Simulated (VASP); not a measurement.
Runs of VASP 6.6.1 on Cr. The structure is that of space group I4/mmm (No. 139), or close to it. The cells are those of the table. 

| cell | further INCAR settings | gap on the mesh (eV) | pressure (GPa) |
| --- | --- | --- | --- |
| a = 2.572 Å, angles 104.9, 111.8, 111.8°, 1 atom | ALGO = Fast; EDIFF = 1e-06; NBANDS = 12 | none | -31.0 |
| a = 2.561 Å, angles 105.5, 111.5, 111.5°, 1 atom | ALGO = Fast; EDIFF = 1e-06; NBANDS = 12 | none | (a) |
| a = 2.417 Å, angles 115.1, 106.8, 106.8°, 1 atom | ALGO = Fast; EDIFF = 1e-06; NBANDS = 12 | none | 11.3 |
| a = 2.437 Å, angles 113.6, 107.4, 107.4°, 1 atom | ALGO = Fast; EDIFF = 1e-07; NBANDS = 12 | none | 2.0 |
| a = 2.583 Å, angles 104.2, 112.1, 112.1°, 1 atom | ALGO = Fast; EDIFF = 1e-07; NBANDS = 12 | none | (b) |

Alike in all rows: task single point; level PBEsol; potentials or basis VASP PAW PBE potentials, release 64 (Cr_pv); no spin polarisation; k mesh 24 × 24 × 24; cutoff (eV) 520; smearing gaussian 0.15 eV.

Problem. Fill in the values left out.

Solution. (a) -29.7; (b) -32.3.

Caveats: the PAW data sets were made with another functional, which shifts forces and pressure a little; the run has no spin polarisation, though such a crystal can be magnetic.

A gap of «none» marks levels without a gap at the run's occupations.
